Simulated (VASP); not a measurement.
## BaF2 (Frankdicksonite): single point with PBE

Crystal: BaF2 (Frankdicksonite).

```
Ba F
1.0
     0.00000    3.18061    3.18061
     3.18061    0.00000    3.18061
     3.18061    3.18061    0.00000
Ba F
1 2
Direct
  0.00000 0.00000 0.00000
  0.25000 0.25000 0.25000
  0.75000 0.75000 0.75000
```

```json
{
 "Program": "VASP 6.6.1",
 "Task": "single point",
 "Functional": "PBE",
 "Potentials or basis": "VASP PAW PBE potentials, release 64 (Ba_sv, F)",
 "Cutoff": "600 eV",
 "k mesh": "6 × 6 × 6",
 "Occupations": "fermi-dirac, width 0.05 eV",
 "Spin": "no spin polarisation"
}
```

The pressure is -1.9 GPa. The band gap on the k mesh is 6.43 eV, indirect (least direct gap 6.47 eV).

Levels at points of the mesh, in eV from the valence-band top:
```tsv
k point	band 9	band 10	band 11	band 12	band 13	band 14	band 15	band 16
(0.00, 0.00, 0.00)	-1.27	-0.04	-0.04	-0.04	6.43	8.89	8.89	10.78
(0.50, 0.00, 0.00)	-0.58	-0.34	-0.16	-0.16	8.65	8.86	8.86	9.48
(0.50, 0.50, 0.00)	-0.36	-0.27	-0.27	-0.06	7.09	8.61	10.20	11.33
```

Wall time 29 s on 1 thread of AMD EPYC 7R13 Processor (Zen 3), with other jobs on the host, peak memory 0.17 GiB.

Caveat: spin-orbit coupling is left out, which moves the levels of the heavy elements. A hybrid or GW would open this gap; PBE tends to underestimate it.
